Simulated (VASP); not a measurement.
# MnO (R-3m) in VASP: notebook

Runs on MnO. Level: PBE. Tasks: single point, relaxation of shape and atoms at fixed volume.

Everything below comes from runs of VASP 6.6.1. Logs are shortened: lines on timing, memory, paths and dates and some standing lists are left out, and cuts for length are marked.

## (1) The cell of the first run

It takes space group R-3m (No. 166, trigonal). The conventional cell has a = 3.123 Å, b = 3.123 Å, c = 6.224 Å, α = 90.00°, β = 90.00°, γ = 120.00°. Within 2.8 Å of Mn (site symmetry -3m) lie 6 O at 2.08 Å and 6 Mn at 2.75 Å. O (site symmetry -3m) has 6 Mn at 2.08 Å and 6 O at 2.75 Å within 2.8 Å.

## (2) Single point, PBE (8.76 Å³/atom)

The input, INCAR:

```
SYSTEM = MnO
PREC = Accurate ; ENCUT = 700
EDIFF = 1E-6 ; ISMEAR = 0
SIGMA = 0.05 ; LREAL = .FALSE.
LASPH = .TRUE. ; NELM = 120
ALGO = Normal ; ISIF = 2
LWAVE = .FALSE. ; LCHARG = .FALSE.
GGA = PE ; NBANDS = 18
GGA_COMPAT = .FALSE.
```

The input, KPOINTS:

```
regular mesh
0
G
  14 14 14
  0 0 0
```

The input, POSCAR:

```
MnO
1.0
    1.5616745271      0.9016332100      2.0746116320
   -1.5616745271      0.9016332100      2.0746116320
    0.0000000000     -1.8032664159      2.0746116338
Mn O
1 1
Direct
    1.0000000000      0.0000000000      0.0000000000
    0.5000000000      0.5000000000      0.5000000000
```

Potentials or basis: VASP PAW PBE potentials, release 64 (Mn_sv, O).

Started as:

```console
$ cat potpaw_PBE.64/Mn_sv/POTCAR potpaw_PBE.64/O/POTCAR > POTCAR
$ mpirun -np 1 vasp_std > vasp.out
```

OUTCAR:

```text
SYSTEM = MnO
   PREC = Accurate
   ENCUT = 700
   EDIFF = 1E-6
   ISMEAR = 0
   LREAL = .FALSE.
   LASPH = .TRUE.
   NELM = 120
   ISIF = 2
   GGA = PE

 ion  position               nearest neighbor table
   1  0.000  0.000  0.000-   2 2.08   2 2.08   2 2.08   2 2.08   2 2.08   2 2.08
   2  0.500  0.500  0.500-   1 2.08   1 2.08   1 2.08   1 2.08   1 2.08   1 2.08

  LATTYP: Found a trigonal (rhomboedric) cell.
 ALAT       =     2.7487784919
 COS(alpha) =     0.3544475100

  Lattice vectors:

 A1 = (   1.5616745271,   0.9016332100,   2.0746116320)
 A2 = (  -1.5616745271,   0.9016332100,   2.0746116320)
 A3 = (   0.0000000000,  -1.8032664159,   2.0746116338)

Analysis of symmetry for initial positions (statically):
=====================================================================
 Subroutine PRICEL returns:
 Original cell was already a primitive cell.

 Routine SETGRP: Setting up the symmetry group for a
 trigonal (rhombohedral) supercell.

 Subroutine GETGRP returns: Found 12 space group operations
 (whereof 12 operations were pure point group operations)
 out of a pool of 12 trial point group operations.

The static configuration has the point symmetry D_3d.

Analysis of symmetry for dynamics (positions and initial velocities):
=====================================================================
 Subroutine PRICEL returns:
 Original cell was already a primitive cell.

 Routine SETGRP: Setting up the symmetry group for a
 trigonal (rhombohedral) supercell.

 Subroutine GETGRP returns: Found 12 space group operations
 (whereof 12 operations were pure point group operations)
 out of a pool of 12 trial point group operations.

The dynamic configuration has the point symmetry D_3d.

 Subroutine INISYM returns: Found 12 space group operations
 (whereof 12 operations are pure point group operations),
 and found     1 'primitive' translations

----------------------------------------------------------------------------------------

                                     Primitive cell

  volume of cell :      17.5270

  direct lattice vectors                    reciprocal lattice vectors
     1.561674527  0.901633210  2.074611632     0.320169146  0.184849743  0.160672642
    -1.561674527  0.901633210  2.074611632    -0.320169146  0.184849743  0.160672642
     0.000000000 -1.803266416  2.074611634     0.000000000 -0.369699485  0.160672643

  length of vectors
     2.748778492  2.748778492  2.748778492     0.403104711  0.403104711  0.403104711

  position of ions in fractional coordinates (direct lattice)
     0.000000000  0.000000000  0.000000000
     0.500000000  0.500000000  0.500000000

  ion indices of the primitive-cell ions
   primitive index   ion index
                 1           1
                 2           2

----------------------------------------------------------------------------------------

 KPOINTS: regular mesh

Automatic generation of k-mesh.
 Grid dimensions read from file:
 generate k-points for:   14   14   14

 Generating k-lattice:

  Cartesian coordinates                     Fractional coordinates (reciprocal lattice)
     0.022869225  0.013203553  0.011476617     0.071428571  0.000000000  0.000000000
    -0.022869225  0.013203553  0.011476617     0.000000000  0.071428571  0.000000000
     0.000000000 -0.026407106  0.011476617     0.000000000  0.000000000  0.071428571

  Length of vectors
     0.028793194  0.028793194  0.028793194

  Shift w.r.t. Gamma in fractional coordinates (k-lattice)
     0.000000000  0.000000000  0.000000000

 Subroutine IBZKPT returns following result:
 ===========================================

 Found    288 irreducible k-points:

 Following reciprocal coordinates:
            Coordinates               Weight
  0.000000  0.000000  0.000000      1.000000
  0.071429  0.000000  0.000000      6.000000
  0.142857  0.000000  0.000000      6.000000
  0.214286  0.000000  0.000000      6.000000
  0.285714  0.000000  0.000000      6.000000
  0.357143  0.000000  0.000000      6.000000
[... 16 lines left out ...]
  0.214286  0.142857  0.000000     12.000000
  0.285714  0.142857  0.000000     12.000000
 [... further k-points ...]
   k-points           NKPTS =    288   k-points in BZ     NKDIM =    288   number of bands    NBANDS=     18
   number of dos      NEDOS =    301   number of ions     NIONS =      2
   total plane-waves  NPLWV =  13824
   dimension x,y,z NGX =    24 NGY =   24 NGZ =   24
   dimension x,y,z NGXF=    48 NGYF=   48 NGZF=   48
   ions per type =               1   1
   NGX,Y,Z   is equivalent  to a cutoff of  14.52, 14.52, 14.52 a.u.
   NGXF,Y,Z  is equivalent  to a cutoff of  29.03, 29.03, 29.03 a.u.
 SYSTEM =  MnO
   PREC   = accura    normal or accurate (medium, high low for compatibility)
   ISTART =      0    job   : 0-new  1-cont  2-samecut
   ICHARG =      2    charge: 1-file 2-atom 10-const
   ISPIN  =      1    spin polarized calculation?
   LNONCOLLINEAR =      F non collinear calculations
   LSORBIT =      F    spin-orbit coupling
   LASPH  =      T    aspherical Exc in radial PAW
   ENCUT  =  700.0 eV  51.45 Ry    7.17 a.u.   5.93  5.93  5.93*2*pi/ulx,y,z
   NELM   =    120;   NELMIN=  2; NELMDL= -5     # of ELM steps
   EDIFF  = 0.1E-05   stopping-criterion for ELM
   LREAL  =      F    real-space projection
[... 7 lines left out ...]
   TEBEG  =    0.0;   TEEND  =   0.0 temperature during run
   PSTRESS=    0.0 pullay stress
   NELECT =      21.0000    total number of electrons
   NUPDOWN=      -1.0000    fix difference up-down
   EMIN   =  10.00;   EMAX   =-10.00  energy-range for DOS
   EFERMI =   0.00;   METHOD = LEGACY
   ISMEAR =     0;   SIGMA  =   0.05  broadening in eV -4-tet -1-fermi 0-gaus
   EFERMI_NEDOS =   21; number of points for ismear=-14 and -15
   IALGO  =     38    algorithm
   IMIX   =      4    mixing-type and parameters
     AMIX     =   0.40;   BMIX     =  1.00
     AMIX_MAG =   1.60;   BMIX_MAG =  1.00
  volume/ion in A,a.u.               =       8.76        59.14
  Fermi-wavevector in a.u.,A,eV,Ry     =   1.738782  3.285821 41.135342  3.023362
  Thomas-Fermi vector in A             =   2.811748
   LORBIT       =      0    0 simple, 1 ext, 2 COOP (PROOUT), +10 PAW based schemes
   GGA     = PE    functional components
   LHFCALC =     F    Hartree Fock is set to
   AEXX    =    0.0000 exact exchange contribution
   IVDW    =     0    specifies the selected vdW correction
   LEPSILON=     F    determine dielectric tensor
   LRPA    =     F    only Hartree local field effects (RPA)
 non-spin polarized calculation
 Gauss-broadening in eV      SIGMA  =   0.05
  energy-cutoff  :      700.00
  volume of cell :       17.53
 maximum number of plane-waves:       764
   NGX = 11   NGY = 11   NGZ = 11

 number of electron      21.0000010 magnetization

 Free energy of the ion-electron system (eV)
  ---------------------------------------------------
  ext. energy  EPLUGINS =         0.00000000
  ---------------------------------------------------
  free energy    TOTEN  =       -15.07294356 eV

  energy without entropy =      -15.06829925  energy(sigma->0) =      -15.07062141

 E-fermi :  12.1499     XC(G=0): -13.4336

 val. band max:       12.1489883010   @ k =   0.5000   0.4286  -0.0000
 cond. band min:      12.1512651848   @ k =  -0.2857   0.4286   0.2143
 fundamental gap:      0.0022768838
 Fermi energy:        12.1498600673

 k-point     1 :       0.0000    0.0000    0.0000
  band No.  band energies     occupation
      1     -67.4532      2.00000
      2     -36.2335      2.00000
      3     -36.2335      2.00000
      4     -35.9931      2.00000
      5      -9.8316      2.00000
      6       7.3240      2.00000
[... 10 lines left out ...]
     17      29.8594      0.00000
     18      35.7121      0.00000

 k-point     2 :       0.0714    0.0000    0.0000
  band No.  band energies     occupation
      1     -67.4521      2.00000
      2     -36.2401      2.00000
      3     -36.2333      2.00000
      4     -35.9967      2.00000
      5      -9.7734      2.00000
      6       6.9665      2.00000
[... 10 lines left out ...]
     17      30.3361      0.00000
     18      34.9118      0.00000

 k-point     3 :       0.1429    0.0000    0.0000
  band No.  band energies     occupation
      1     -67.4492      2.00000
      2     -36.2595      2.00000
      3     -36.2327      2.00000
      4     -36.0063      2.00000
      5      -9.6063      2.00000
      6       6.0886      2.00000
[... 10 lines left out ...]
     17      31.2294      0.00000
     18      34.1148      0.00000

 k-point     4 :       0.2143    0.0000    0.0000
  band No.  band energies     occupation
      1     -67.4450      2.00000
      2     -36.2893      2.00000
      3     -36.2319      2.00000
      4     -36.0181      2.00000
      5      -9.3539      2.00000
      6       5.0404      2.00000
[... 10 lines left out ...]
     17      32.1770      0.00000
     18      33.2663      0.00000

 k-point     5 :       0.2857    0.0000    0.0000
  band No.  band energies     occupation
      1     -67.4403      2.00000
      2     -36.3243      2.00000
      3     -36.2310      2.00000
      4     -36.0290      2.00000
      5      -9.0557      2.00000
      6       4.0409      2.00000
[... 10 lines left out ...]
     17      32.1194      0.00000
     18      33.2578      0.00000

 k-point     6 :       0.3571    0.0000    0.0000
  band No.  band energies     occupation
      1     -67.4361      2.00000
      2     -36.3572      2.00000
      3     -36.2302      2.00000
      4     -36.0372      2.00000
      5      -8.7674      2.00000
      6       3.2213      2.00000
[... 307 lines left out ...]
 k-point    21 :      -0.0714    0.0714    0.0000
  band No.  band energies     occupation
      1     -67.4508      2.00000
      2     -36.2478      2.00000
      3     -36.2359      2.00000
      4     -36.0000      2.00000
      5      -9.6886      2.00000
      6       6.4712      2.00000
[... 10 lines left out ...]
     17      31.0319      0.00000
     18      34.1383      0.00000

 k-point    22 :       0.1429    0.1429    0.0000
  band No.  band energies     occupation
      1     -67.4463      2.00000
      2     -36.2512      2.00000
      3     -36.2482      2.00000
      4     -36.0224      2.00000
      5      -9.5113      2.00000
      6       5.7661      2.00000
[... 10 lines left out ...]
     17      30.3133      0.00000
     18      32.6784      0.00000

 k-point    23 :       0.2143    0.1429    0.0000
  band No.  band energies     occupation
      1     -67.4426      2.00000
      2     -36.2744      2.00000
      3     -36.2464      2.00000
      4     -36.0357      2.00000
      5      -9.3263      2.00000
      6       5.1261      2.00000
[... 10 lines left out ...]
     17      29.8017      0.00000
     18      32.2272      0.00000

 k-point    24 :       0.2857    0.1429    0.0000
  band No.  band energies     occupation
      1     -67.4381      2.00000
      2     -36.3062      2.00000
      3     -36.2443      2.00000
      4     -36.0473      2.00000
      5      -9.0830      2.00000
      6       4.3915      2.00000
[... 10 lines left out ...]
     17      30.0901      0.00000
     18      31.7517      0.00000

 [... further k-points ...]

------------------------ aborting loop because EDIFF is reached ----------------------------------------

  FORCE on cell =-STRESS in cart. coord.  units (eV):
  Direction    XX          YY          ZZ          XY          YZ          ZX
  --------------------------------------------------------------------------------------
  -------------------------------------------------------------------------------------
  Total       -1.0907216     -1.0907216     -1.0699109      0.0000000      0.0000000      0.0000000
  in kB      -99.7047897    -99.7047897    -97.8024438      0.0000000      0.0000000      0.0000000
  external PRESSURE =     -99.0706744 kB  Pullay stress =       0.0000000 kB

 VOLUME and BASIS-vectors are now :
 -----------------------------------------------------------------------------
  energy-cutoff  :      700.00
  volume of cell :       17.53
      direct lattice vectors                 reciprocal lattice vectors
     1.561674527  0.901633210  2.074611632     0.320169146  0.184849743  0.160672642
    -1.561674527  0.901633210  2.074611632    -0.320169146  0.184849743  0.160672642
     0.000000000 -1.803266416  2.074611634     0.000000000 -0.369699485  0.160672643

 POSITION                                       TOTAL-FORCE (eV/Angst)
 -----------------------------------------------------------------------------------
      0.00000      0.00000      0.00000         0.000000      0.000000     -0.000000
      0.00000      0.00000      3.11192        -0.000000     -0.000000      0.000000
 -----------------------------------------------------------------------------------
    total drift:                               -0.000000     -0.000000     -0.000000

  FREE ENERGIE OF THE ION-ELECTRON SYSTEM (eV)
  ---------------------------------------------------
  free  energy   TOTEN  =       -15.0729435568 eV

  energy  without entropy=      -15.0682992544  energy(sigma->0) =      -15.07062141
```

Wall time 50 s (1 thread of Intel Xeon Platinum 8488C (Sapphire Rapids), shared host); peak memory 0.24 GiB.

What came out:

```
Free energy            : -15.0729 eV
Pressure               : -9.9 GPa
Band gap on the k mesh : zero (an odd number of electrons rules out a gap without spin polarisation)
```

Stress tensor (GPa, compression positive):
```
-9.97  0.00  0.00
 0.00 -9.97  0.00
 0.00  0.00 -9.78
```

Levels at points of the mesh, in eV from the Fermi level:
```
           k point  band 8  band 9  band 10  band 11  band 12  band 13
(0.00, 0.00, 0.00)   -3.88   -2.34    -2.34    -1.00    -0.73    -0.73
(0.50, 0.00, 0.00)   -5.72   -1.07    -0.81     0.71     1.84     2.31
(0.50, 0.50, 0.00)   -4.88   -3.37    -0.46    -0.01     0.26     0.50
(0.50, 0.50, 0.50)   -7.76    0.25     0.25     0.42     2.57     2.57
```

Caveat: the cell stands under tension; an odd number of electrons without spin polarisation forces a metal; a magnetic or distorted state may lie lower; the run has no spin polarisation, though such a crystal can be magnetic; semilocal functionals often make such compounds metallic where correlation or magnetic order opens a gap, which also shifts bond lengths. Spin polarisation is off, so any magnetic state and its effect on volume and gap are missing.

## (3) Relaxation of shape and atoms at fixed volume, PBE (8.76 Å³/atom)

The input, INCAR:

```
SYSTEM = MnO
  PREC = Accurate
  ENCUT = 600
  EDIFF = 1E-7
  ISMEAR = 0
  SIGMA = 0.05
  LREAL = .FALSE.
  LASPH = .TRUE.
  NELM = 80
  ALGO = Normal
  ISIF = 4
  LWAVE = .FALSE.
  LCHARG = .FALSE.
  GGA = PE
  IBRION = 2
  NSW = 60
  EDIFFG = -0.01
```

KPOINTS is that of step 2.

The input, POSCAR:

```
MnO
1.0
    1.5644190018      0.9032177332      2.0673389961
   -1.5644190018      0.9032177332      2.0673389961
    0.0000000000     -1.8064354623      2.0673389979
Mn O
1 1
Direct
    1.0000000000      0.0000000000      0.0000000000
    0.5000000000      0.5000000000      0.5000000000
```

Potentials or basis: VASP PAW PBE potentials, release 64 (Mn_pv, O).

Started as:

```console
$ cat potpaw_PBE.64/Mn_pv/POTCAR potpaw_PBE.64/O/POTCAR > POTCAR
$ mpirun -np 1 vasp_std > vasp.out
```

It took 98 s on 1 thread of Intel Xeon Platinum 8259CL at 2.50GHz (Skylake/Cascade Lake), shared host; peak memory 0.21 GiB.

The run converged. Its results:

* Free energy: -14.9752 eV
* Energy gained by relaxing: 0.1 meV/atom
* Ionic steps: 3
* Pressure after relaxing: -8.4 GPa
* Band gap on the k mesh: zero (an odd number of electrons rules out a gap without spin polarisation)

The path:
| step | energy change (eV) | largest force (eV/Å) | pressure (GPa) | volume (Å³) |
| --- | --- | --- | --- | --- |
| 1 | 0.0000 | 0.0000 | -8.51 | 17.53 |
| 2 | -0.0001 | 0.0000 | -8.46 | 17.53 |
| 3 | -0.0002 | 0.0000 | -8.37 | 17.53 |

Final structure:
```xyz
2
Lattice="1.5617 0.9016 2.0747 -1.5617 0.9016 2.0747 0.0000 -1.8032 2.0747" Properties=species:S:1:pos:R:3 pbc="T T T"
Mn    0.0000    0.0000    0.0000
O     0.0000    0.0000    3.1120
```

Levels at points of the mesh, in eV from the Fermi level:
| k point | band 7 | band 8 | band 9 | band 10 | band 11 | band 12 |
| --- | --- | --- | --- | --- | --- | --- |
| (0.00, 0.00, 0.00) | -3.85 | -2.33 | -2.33 | -0.99 | -0.73 | -0.73 |
| (0.50, 0.00, 0.00) | -5.70 | -1.07 | -0.80 | 0.71 | 1.83 | 2.31 |
| (0.50, 0.50, 0.00) | -4.85 | -3.36 | -0.46 | -0.01 | 0.25 | 0.50 |
| (0.50, 0.50, 0.50) | -7.73 | 0.24 | 0.24 | 0.42 | 2.57 | 2.57 |

Caveat: an odd number of electrons without spin polarisation forces a metal; a magnetic or distorted state may lie lower; the run has no spin polarisation, though such a crystal can be magnetic; semilocal functionals often make such compounds metallic where correlation or magnetic order opens a gap, which also shifts bond lengths.
